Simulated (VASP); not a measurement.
# Sb in VASP: notebook

Aim: see how the results for Sb move with the level of theory and the settings. Levels: PBE, PBEsol. Tasks: single point.

Everything below comes from runs of VASP 6.6.1. Logs are shortened: lines on timing, memory, paths and dates and some standing lists are left out, and cuts for length are marked.

## (1) The cell of the first run

The structure is tetragonal, space group I4/mmm (No. 139). The conventional cell has a = 3.174 Å, b = 3.174 Å, c = 4.971 Å, α = 90.00°, β = 90.00°, γ = 90.00°. Within 4.2 Å of Sb (site symmetry 4/mmm) lie 12 Sb at 3.17 to 3.35 Å.

## (2) Single point, PBE (functional PBE, strained)

INCAR reads:

```
ALGO     = Normal         # electronic algorithm
EDIFF    = 1E-7           # SCF threshold, eV
ENCUT    = 520            # plane-wave cutoff, eV
GGA      = PE             # functional
ISIF     = 2              # what is computed and relaxed
ISMEAR   = 0              # smearing method
LASPH    = T              # aspherical terms in the spheres
LCHARG   = F              # write CHGCAR
LREAL    = F              # projectors in reciprocal space
LWAVE    = F              # write WAVECAR
NBANDS   = 8              # bands
NELM     = 100            # most SCF steps
PREC     = Accurate       # precision mode
SIGMA    = 0.1            # smearing width, eV
```

KPOINTS reads:

```
k-points
0
Gamma
  18 18 18
```

POSCAR reads:

```
Sb
1.0
   -1.5868349905      1.5868349905      2.4855729304
    1.5868349905     -1.5868349905      2.4855729304
    1.5868349905      1.5868349905     -2.4855729304
Sb
1
Direct
    0.0000000000      0.0000000000      0.0000000000
```

Potentials or basis: VASP PAW PBE potentials, release 64 (Sb).

Launch:

```sh
> cat potpaw_PBE.64/Sb/POTCAR > POTCAR
> mpirun -np 1 vasp_std > vasp.out
```

OUTCAR:

```text
EDIFF = 1E-7
   ENCUT = 520
   GGA = PE
   ISIF = 2
   ISMEAR = 0
   LASPH = T
   LREAL = F
   NELM = 100
   PREC = Accurate

 ion  position               nearest neighbor table
   1  0.000  0.000  0.000-

  LATTYP: Found a body centered tetragonal cell.
 ALAT       =     3.1736699810
 C/A-ratio  =     1.5663713904

  Lattice vectors:

 A1 = (  -1.5868349905,   1.5868349905,   2.4855729304)
 A2 = (   1.5868349905,  -1.5868349905,   2.4855729304)
 A3 = (   1.5868349905,   1.5868349905,  -2.4855729304)

Analysis of symmetry for initial positions (statically):
=====================================================================
 Subroutine PRICEL returns:
 Original cell was already a primitive cell.

 Routine SETGRP: Setting up the symmetry group for a
 body centered tetragonal supercell.

 Subroutine GETGRP returns: Found 16 space group operations
 (whereof 16 operations were pure point group operations)
 out of a pool of 16 trial point group operations.

The static configuration has the point symmetry D_4h.

Analysis of symmetry for dynamics (positions and initial velocities):
=====================================================================
 Subroutine PRICEL returns:
 Original cell was already a primitive cell.

 Routine SETGRP: Setting up the symmetry group for a
 body centered tetragonal supercell.

 Subroutine GETGRP returns: Found 16 space group operations
 (whereof 16 operations were pure point group operations)
 out of a pool of 16 trial point group operations.

The dynamic configuration has the point symmetry D_4h.

 Subroutine INISYM returns: Found 16 space group operations
 (whereof 16 operations are pure point group operations),
 and found     1 'primitive' translations

----------------------------------------------------------------------------------------

                                     Primitive cell

  volume of cell :      25.0351

  direct lattice vectors                    reciprocal lattice vectors
    -1.586834991  1.586834991  2.485572930     0.000000000  0.315092623  0.201160865
     1.586834991 -1.586834991  2.485572930     0.315092623  0.000000000  0.201160865
     1.586834991  1.586834991 -2.485572930     0.315092623  0.315092623  0.000000000

  length of vectors
     3.348755495  3.348755495  3.348755495     0.373830249  0.373830249  0.445608261

  position of ions in fractional coordinates (direct lattice)
     0.000000000  0.000000000  0.000000000

  ion indices of the primitive-cell ions
   primitive index   ion index
                 1           1

----------------------------------------------------------------------------------------

 KPOINTS: k-points

Automatic generation of k-mesh.
 Grid dimensions read from file:
 generate k-points for:   18   18   18

 Generating k-lattice:

  Cartesian coordinates                     Fractional coordinates (reciprocal lattice)
     0.000000000  0.017505146  0.011175604     0.055555556  0.000000000 -0.000000000
     0.017505146  0.000000000  0.011175604     0.000000000  0.055555556 -0.000000000
     0.017505146  0.017505146  0.000000000     0.000000000  0.000000000  0.055555556

  Length of vectors
     0.020768347  0.020768347  0.024756015

  Shift w.r.t. Gamma in fractional coordinates (k-lattice)
     0.000000000  0.000000000  0.000000000

 Subroutine IBZKPT returns following result:
 ===========================================

 Found    480 irreducible k-points:

 Following reciprocal coordinates:
            Coordinates               Weight
  0.000000  0.000000  0.000000      1.000000
  0.055556  0.000000 -0.000000      8.000000
  0.111111  0.000000 -0.000000      8.000000
  0.166667  0.000000 -0.000000      8.000000
  0.222222  0.000000 -0.000000      8.000000
  0.277778  0.000000  0.000000      8.000000
[... 16 lines left out ...]
 -0.277778  0.055556 -0.000000     16.000000
 -0.222222  0.055556  0.000000     16.000000
 [... further k-points ...]
   k-points           NKPTS =    480   k-points in BZ     NKDIM =    480   number of bands    NBANDS=      8
   number of dos      NEDOS =    301   number of ions     NIONS =      1
   total plane-waves  NPLWV =  21952
   dimension x,y,z NGX =    28 NGY =   28 NGZ =   28
   dimension x,y,z NGXF=    56 NGYF=   56 NGZF=   56
   ions per type =               1
   NGX,Y,Z   is equivalent  to a cutoff of  13.90, 13.90, 13.90 a.u.
   NGXF,Y,Z  is equivalent  to a cutoff of  27.80, 27.80, 27.80 a.u.
 SYSTEM =  unknown system
   PREC   = accura    normal or accurate (medium, high low for compatibility)
   ISTART =      0    job   : 0-new  1-cont  2-samecut
   ICHARG =      2    charge: 1-file 2-atom 10-const
   ISPIN  =      1    spin polarized calculation?
   LNONCOLLINEAR =      F non collinear calculations
   LSORBIT =      F    spin-orbit coupling
   LASPH  =      T    aspherical Exc in radial PAW
   ENCUT  =  520.0 eV  38.22 Ry    6.18 a.u.   6.23  6.23  6.23*2*pi/ulx,y,z
   NELM   =    100;   NELMIN=  2; NELMDL= -5     # of ELM steps
   EDIFF  = 0.1E-06   stopping-criterion for ELM
   LREAL  =      F    real-space projection
   EDIFFG = 0.1E-05   stopping-criterion for IOM
   NSW    =      0    number of steps for IOM
   IBRION =     -1    ionic relax: 0-MD 1-quasi-New 2-CG
   NFREE  =      0    steps in history (QN), initial steepest desc. (CG)
   ISIF   =      2    stress and relaxation
   ISYM   =      2    0-nonsym 1-usesym 2-fastsym
   POTIM  = 0.5000    time-step for ionic-motion
   TEBEG  =    0.0;   TEEND  =   0.0 temperature during run
   PSTRESS=    0.0 pullay stress
   NELECT =       5.0000    total number of electrons
   NUPDOWN=      -1.0000    fix difference up-down
   EMIN   =  10.00;   EMAX   =-10.00  energy-range for DOS
   EFERMI =   0.00;   METHOD = LEGACY
   ISMEAR =     0;   SIGMA  =   0.10  broadening in eV -4-tet -1-fermi 0-gaus
   EFERMI_NEDOS =   21; number of points for ismear=-14 and -15
   IALGO  =     38    algorithm
   IMIX   =      4    mixing-type and parameters
     AMIX     =   0.40;   BMIX     =  1.00
     AMIX_MAG =   1.60;   BMIX_MAG =  1.00
  volume/ion in A,a.u.               =      25.04       168.95
  Fermi-wavevector in a.u.,A,eV,Ry     =   0.956933  1.808341 12.459135  0.915721
  Thomas-Fermi vector in A             =   2.085906
   LORBIT       =      0    0 simple, 1 ext, 2 COOP (PROOUT), +10 PAW based schemes
   GGA     = PE    functional components
   LHFCALC =     F    Hartree Fock is set to
   AEXX    =    0.0000 exact exchange contribution
   IVDW    =     0    specifies the selected vdW correction
   LEPSILON=     F    determine dielectric tensor
   LRPA    =     F    only Hartree local field effects (RPA)
 non-spin polarized calculation
 Gauss-broadening in eV      SIGMA  =   0.10
  energy-cutoff  :      520.00
  volume of cell :       25.04
 maximum number of plane-waves:       692
 NGX is ok and might be reduce to    28
   NGX = 13   NGY = 13   NGZ = 13

 number of electron       5.0000000 magnetization

 Free energy of the ion-electron system (eV)
  ---------------------------------------------------
  ext. energy  EPLUGINS =         0.00000000
  ---------------------------------------------------
  free energy    TOTEN  =        -3.78493809 eV

  energy without entropy =       -3.78144740  energy(sigma->0) =       -3.78319274

 E-fermi :   9.5099     XC(G=0): -10.5523

 val. band max:        9.5028064629   @ k =  -0.2222  -0.2778   0.0556
 cond. band min:       9.5159012957   @ k =  -0.3333  -0.4444   0.1111
 fundamental gap:      0.0130948328
 Fermi energy:         9.5098887134

 k-point     1 :       0.0000    0.0000    0.0000
  band No.  band energies     occupation
      1      -4.0154      2.00000
      2      15.3032      0.00000
      3      15.3974      0.00000
      4      15.3974      0.00000
      5      19.3413      0.00000
      6      19.8567      0.00000
      7      20.0307      0.00000
      8      20.0307      0.00000

 k-point     2 :       0.0556    0.0000   -0.0000
  band No.  band energies     occupation
      1      -3.9496      2.00000
      2      14.6897      0.00000
      3      15.1805      0.00000
      4      15.3447      0.00000
      5      18.9942      0.00000
      6      19.6805      0.00000
      7      20.1626      0.00000
      8      21.0880      0.00000

 k-point     3 :       0.1111    0.0000   -0.0000
  band No.  band energies     occupation
      1      -3.7526      2.00000
      2      13.1717      0.00000
      3      14.7997      0.00000
      4      15.2077      0.00000
      5      18.5473      0.00000
      6      19.8782      0.00000
      7      20.5253      0.00000
      8      21.1332      0.00000

 k-point     4 :       0.1667    0.0000   -0.0000
  band No.  band energies     occupation
      1      -3.4252      2.00000
      2      11.4025      0.00000
      3      14.3162      0.00000
      4      15.0308      0.00000
      5      18.2088      0.00000
      6      19.5969      0.00000
      7      21.0094      0.00000
      8      21.5410      0.00000

 k-point     5 :       0.2222    0.0000   -0.0000
  band No.  band energies     occupation
      1      -2.9697      2.00000
      2       9.6139      0.14136
      3      13.8204      0.00000
      4      14.8541      0.00000
      5      17.9129      0.00000
      6      19.1893      0.00000
      7      21.2647      0.00000
      8      22.2261      0.00000
[... 177 lines left out ...]
 k-point    22 :      -0.3333    0.0556    0.0000
  band No.  band energies     occupation
      1      -1.8515      2.00000
      2       6.7925      2.00000
      3      12.7337      0.00000
      4      14.3823      0.00000
      5      17.6402      0.00000
      6      19.2278      0.00000
      7      19.9931      0.00000
      8      21.8714      0.00000

 k-point    23 :      -0.2778    0.0556   -0.0000
  band No.  band energies     occupation
      1      -2.5103      2.00000
      2       8.4250      2.00000
      3      13.0885      0.00000
      4      14.5723      0.00000
      5      17.8974      0.00000
      6      19.6678      0.00000
      7      20.2760      0.00000
      8      21.6681      0.00000

 k-point    24 :      -0.2222    0.0556    0.0000
  band No.  band energies     occupation
      1      -3.0538      2.00000
      2      10.1607      0.00000
      3      13.5203      0.00000
      4      14.7759      0.00000
      5      18.0883      0.00000
      6      20.0560      0.00000
      7      20.7087      0.00000
      8      21.1993      0.00000

 [... further k-points ...]
[... 5 lines left out ...]
  --------------------------------------------------------------------------------------
  -------------------------------------------------------------------------------------
  Total        1.0519292      1.0519292      1.1068784      0.0000000     -0.0000000      0.0000000
  in kB       67.3204595     67.3204595     70.8370480      0.0000000     -0.0000000      0.0000000
  external PRESSURE =      68.4926556 kB  Pullay stress =       0.0000000 kB

 VOLUME and BASIS-vectors are now :
 -----------------------------------------------------------------------------
  energy-cutoff  :      520.00
  volume of cell :       25.04
      direct lattice vectors                 reciprocal lattice vectors
    -1.586834991  1.586834991  2.485572930     0.000000000  0.315092623  0.201160865
     1.586834991 -1.586834991  2.485572930     0.315092623  0.000000000  0.201160865
     1.586834991  1.586834991 -2.485572930     0.315092623  0.315092623  0.000000000

 POSITION                                       TOTAL-FORCE (eV/Angst)
 -----------------------------------------------------------------------------------
      0.00000      0.00000      0.00000        -0.000000      0.000000      0.000000
 -----------------------------------------------------------------------------------
    total drift:                               -0.000000      0.000000      0.000000

  FREE ENERGIE OF THE ION-ELECTRON SYSTEM (eV)
  ---------------------------------------------------
  free  energy   TOTEN  =        -3.7849380881 eV

  energy  without entropy=       -3.7814473962  energy(sigma->0) =       -3.78319274
```

Wall time 86 s (1 thread of Intel Xeon Platinum 8259CL at 2.50GHz (Skylake/Cascade Lake), shared host); peak memory 0.23 GiB.

Results:

```
Free energy : -3.7849 eV
Pressure    : 6.8 GPa
```

Stress tensor (GPa, compression positive):
```
6.73 0.00 0.00
0.00 6.73 0.00
0.00 0.00 7.08
```

Caveat: the cell differs from its parent crystal (functional PBE, strained); spin-orbit coupling is left out, which moves the levels of the heavy elements.

## (3) Single point, PBEsol (strained)

INCAR reads:

```
SYSTEM = Sb
  ALGO = Normal
  EDIFF = 1E-6
  ENCUT = 520
  GGA = PS
  ISIF = 2
  ISMEAR = 0
  LASPH = .TRUE.
  LCHARG = .TRUE.
  LELF = .TRUE.
  LREAL = .FALSE.
  LVHAR = .TRUE.
  LWAVE = .FALSE.
  NBANDS = 8
  NELM = 100
  PREC = Accurate
  SIGMA = 0.1
```

KPOINTS reads:

```
k-points
0
G
  18 18 18
  0 0 0
```

POSCAR reads:

```
Sb
1.0
   -1.5214716345      1.5214716345      2.8612848807
    1.5214716345     -1.5214716345      2.8612848807
    1.5214716345      1.5214716345     -2.8612848807
Sb
1
Direct
    0.0000000000      0.0000000000      0.0000000000
```

Potentials or basis: VASP PAW PBE potentials, release 64 (Sb).

Launch:

```sh
> cat potpaw_PBE.64/Sb/POTCAR > POTCAR
> mpirun -np 1 vasp_std > vasp.out
```

OUTCAR:

```text
SYSTEM = Sb
   EDIFF = 1E-6
   ENCUT = 520
   GGA = PS
   ISIF = 2
   ISMEAR = 0
   LASPH = .TRUE.
   LREAL = .FALSE.
   NELM = 100
   PREC = Accurate

 ion  position               nearest neighbor table
   1  0.000  0.000  0.000-

  LATTYP: Found a body centered tetragonal cell.
 ALAT       =     3.0429432690
 C/A-ratio  =     1.8806034998

  Lattice vectors:

 A1 = (  -1.5214716345,   1.5214716345,   2.8612848807)
 A2 = (   1.5214716345,  -1.5214716345,   2.8612848807)
 A3 = (   1.5214716345,   1.5214716345,  -2.8612848807)

Analysis of symmetry for initial positions (statically):
=====================================================================
 Subroutine PRICEL returns:
 Original cell was already a primitive cell.

 Routine SETGRP: Setting up the symmetry group for a
 body centered tetragonal supercell.

 Subroutine GETGRP returns: Found 16 space group operations
 (whereof 16 operations were pure point group operations)
 out of a pool of 16 trial point group operations.
[... 155 lines left out ...]
  ext. energy  EPLUGINS =         0.00000000
  ---------------------------------------------------
  free energy    TOTEN  =        -4.29553839 eV

  energy without entropy =       -4.29269162  energy(sigma->0) =       -4.29411500

 E-fermi :   8.6027     XC(G=0): -10.3764

 val. band max:        8.5996100148   @ k =   0.2778   0.2222   0.2222
 cond. band min:       8.6117325104   @ k =  -0.2222   0.2222   0.0556
 fundamental gap:      0.0121224957
 Fermi energy:         8.6027277105

 k-point     1 :       0.0000    0.0000    0.0000
  band No.  band energies     occupation
      1      -4.5590      2.00000
      2      12.3065      0.00000
      3      14.3249      0.00000
      4      14.3249      0.00000
      5      17.4392      0.00000
      6      17.9720      0.00000
      7      19.6855      0.00000
      8      19.8574      0.00000
[... 243 lines left out ...]
 k-point    24 :      -0.2222    0.0556   -0.0000
  band No.  band energies     occupation
      1      -3.5835      2.00000
      2       9.0833      0.00000
      3      11.2725      0.00000
      4      14.1272      0.00000
      5      15.5324      0.00000
      6      18.6694      0.00000
      7      19.9701      0.00000
      8      20.3069      0.00000

 [... further k-points ...]
[... 5 lines left out ...]
  --------------------------------------------------------------------------------------
  -------------------------------------------------------------------------------------
  Total        0.4252731      0.4252731     -0.1570691      0.0000000     -0.0000000      0.0000000
  in kB       25.7175531     25.7175531     -9.4984462      0.0000000     -0.0000000      0.0000000
  external PRESSURE =      13.9788866 kB  Pullay stress =       0.0000000 kB

 VOLUME and BASIS-vectors are now :
 -----------------------------------------------------------------------------
  energy-cutoff  :      520.00
  volume of cell :       26.49
      direct lattice vectors                 reciprocal lattice vectors
    -1.521471634  1.521471634  2.861284881     0.000000000  0.328629196  0.174746668
     1.521471634 -1.521471634  2.861284881     0.328629196  0.000000000  0.174746668
     1.521471634  1.521471634 -2.861284881     0.328629196  0.328629196  0.000000000

 POSITION                                       TOTAL-FORCE (eV/Angst)
 -----------------------------------------------------------------------------------
      0.00000      0.00000      0.00000         0.000000      0.000000      0.000000
 -----------------------------------------------------------------------------------
    total drift:                                0.000000      0.000000      0.000000

  FREE ENERGIE OF THE ION-ELECTRON SYSTEM (eV)
  ---------------------------------------------------
  free  energy   TOTEN  =        -4.2955383851 eV

  energy  without entropy=       -4.2926916229  energy(sigma->0) =       -4.29411500
```

It took 72 s on 1 thread of Intel Xeon Platinum 8259CL at 2.50GHz (Skylake/Cascade Lake), shared host; peak memory 0.24 GiB.

Results:

```yaml
Free_energy: -4.2955 eV
Pressure: 1.4 GPa
```

Stress tensor (GPa, compression positive):
```
 2.57  0.00  0.00
 0.00  2.57  0.00
 0.00  0.00 -0.95
```

Levels at points of the mesh, in eV from the Fermi level:
| k point | band 1 | band 2 | band 3 | band 4 | band 5 | band 6 |
| --- | --- | --- | --- | --- | --- | --- |
| (0.00, 0.00, 0.00) | -13.16 | 3.70 | 5.72 | 5.72 | 8.84 | 9.37 |
| (0.50, 0.00, 0.00) | -9.14 | -5.96 | 1.01 | 5.25 | 6.43 | 11.13 |
| (0.50, 0.50, 0.00) | -6.14 | -4.27 | -1.58 | 0.87 | 3.22 | 4.44 |
| (0.50, 0.50, 0.50) | -10.13 | -5.99 | 3.00 | 3.00 | 6.56 | 7.16 |

Caveat: the cell differs from its parent crystal (strained); the PAW data sets were made with another functional, which shifts forces and pressure a little; spin-orbit coupling is left out, which moves the levels of the heavy elements.

## (4) Single point, PBEsol (strained)

INCAR reads:

```
PREC = Accurate ; ENCUT = 520
EDIFF = 1E-6 ; ISMEAR = 0
SIGMA = 0.1 ; LREAL = False
LASPH = True ; NELM = 80
ALGO = Normal ; ISIF = 2
LWAVE = False ; LCHARG = False
GGA = PS ; NBANDS = 8
```

KPOINTS reads:

```
regular mesh
0
Gamma
  18 18 18
```

POSCAR reads:

```
Sb
1.0
   -1.6054854609      1.6054854609      2.6803714680
    1.6054854609     -1.6054854609      2.6803714680
    1.6054854609      1.6054854609     -2.6803714680
Sb
1
Direct
    0.0000000000      0.0000000000      0.0000000000
```

Launch:

```sh
> cat potpaw_PBE.64/Sb/POTCAR > POTCAR
> mpirun -np 1 vasp_std > vasp.out
```

Wall time 70 s (1 thread of Intel Xeon Platinum 8259CL at 2.50GHz (Skylake/Cascade Lake), shared host); peak memory 0.24 GiB.

The run converged. Its results:

| Quantity | Value |
| --- | --- |
| Free energy | -4.3003 eV |
| Pressure | -2.7 GPa |

Stress tensor (GPa, compression positive):
```
-3.13  0.00  0.00
 0.00 -3.13  0.00
 0.00  0.00 -1.98
```

Levels at points of the mesh, in eV from the Fermi level:
```
           k point  band 1  band 2  band 3  band 4  band 5  band 6
(0.00, 0.00, 0.00)  -12.76    4.70    5.22    5.22    9.38   10.51
(0.50, 0.00, 0.00)   -9.09   -5.66    2.00    4.92    6.39    9.81
(0.50, 0.50, 0.00)   -6.85   -4.36   -0.81    0.52    3.53    4.38
(0.50, 0.50, 0.50)   -8.98   -5.44    1.79    1.79    5.68    5.69
```

Caveat: the cell differs from its parent crystal (strained); the PAW data sets were made with another functional, which shifts forces and pressure a little; spin-orbit coupling is left out, which moves the levels of the heavy elements.

[end of part 1 of 2]
